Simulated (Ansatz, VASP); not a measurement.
One calculation of AlNi, two programs

```
Al Ni
1.0
     2.86871    0.00000    0.00000
     0.00000    2.86871    0.00000
     0.00000    0.00000    2.86871
Al Ni
1 1
Direct
  0.00000 0.00000 0.99309
  0.50000 0.50000 0.50318
```

Change from the starting cell: mode 6 frozen in at -0.020 Å, equal normal strain along x, y and z -0.0083.

Alike in both runs: task single point; functional PBE; k mesh 16 × 16 × 16; occupations gaussian, width 0.15 eV; no spin polarisation.

|  | VASP | Ansatz |
| --- | --- | --- |
| version | VASP 6.6.1 | Ansatz 0.2.0 |
| potentials or method | VASP PAW PBE potentials, release 64 (Al, Ni), cutoff 520 eV | scalar-relativistic, plane waves, PAW |
| valence electrons in the cell | 13 | 21 |

VASP gave:

```
gap on the k mesh at the Fermi level (eV) : none
pressure (GPa)                            : 4.3
rms of the force components (eV/Å)        : 0.105
```

Task: Estimate Ansatz's values.

Result: gap on the k mesh at the Fermi level (eV): none; pressure (GPa): 4.3; rms of the force components (eV/Å): 0.104.

Atom by atom the forces differ by 0.001 eV/Å (rms over components). A gap of «none» marks a metal or a gap that the smearing closes. With one functional, cell and mesh, what is left measures potentials, basis and numerics. VASP's potentials hold 13 valence electrons a cell and Ansatz's 21, so a difference there can come from the potentials and not from the codes.
